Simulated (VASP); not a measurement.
A run of VASP 6.6.1 is set up as follows.

The input POSCAR:

```
BN
1.0
    0.0000000000      1.7831670000      1.7831670000
    1.7831670000      0.0000000000      1.7831670000
    1.7831670000      1.7831670000      0.0000000000
B N
1 1
Direct
    0.0000000000      0.0000000000      0.0000000000
    0.2500000000      0.2500000000      0.2500000000
```

File INCAR.step1:

```
PREC     = Accurate       # precision mode
ENCUT    = 660            # plane-wave cutoff, eV
ISMEAR   = 0              # smearing method
SIGMA    = 0.01           # smearing width, eV
LREAL    = F              # projectors in reciprocal space
LASPH    = T              # aspherical terms in the spheres
NELM     = 120            # most SCF steps
NBANDS   = 11             # bands
GGA      = PE             # functional
ALGO     = Normal         # electronic algorithm
EDIFF    = 1E-5           # SCF threshold, eV
LWAVE    = T              # write WAVECAR
LCHARG   = F              # write CHGCAR
GGA_COMPAT= F
```

File INCAR.step2:

```
PREC     = Accurate       # precision mode
ENCUT    = 660            # plane-wave cutoff, eV
EDIFF    = 1E-6           # SCF threshold, eV
ISMEAR   = 0              # smearing method
SIGMA    = 0.01           # smearing width, eV
LREAL    = F              # projectors in reciprocal space
LASPH    = T              # aspherical terms in the spheres
NELM     = 120            # most SCF steps
ALGO     = Normal         # electronic algorithm
ISIF     = 2              # what is computed and relaxed
LWAVE    = F              # write WAVECAR
LCHARG   = T              # write CHGCAR
METAGGA  = R2SCAN         # meta-GGA
LMIXTAU  = T            
LELF     = T              # ELF
LVHAR    = T            
NBANDS   = 11             # bands
ISTART   = 1            
GGA_COMPAT= F
```

The input KPOINTS:

```
Automatic mesh
0
Gamma
  12 12 12
```

Potentials or basis: VASP PAW PBE potentials, release 64 (B, N).

Launch:

```sh
$ cat potpaw_PBE.64/B/POTCAR potpaw_PBE.64/N/POTCAR > POTCAR
$ cp INCAR.step1 INCAR
$ mpirun -np 1 vasp_std > vasp.out
$ cp INCAR.step2 INCAR
$ mpirun -np 1 vasp_std > vasp.out
```

(1) What does it give for the band gap on the k mesh?

(2) Estimate the pressure.

Results:

(1) 5.03 eV, indirect (least direct gap 9.73 eV).

(2) 16.5 GPa.

Caveat: the PAW data sets were made with another functional, which shifts forces and pressure a little.
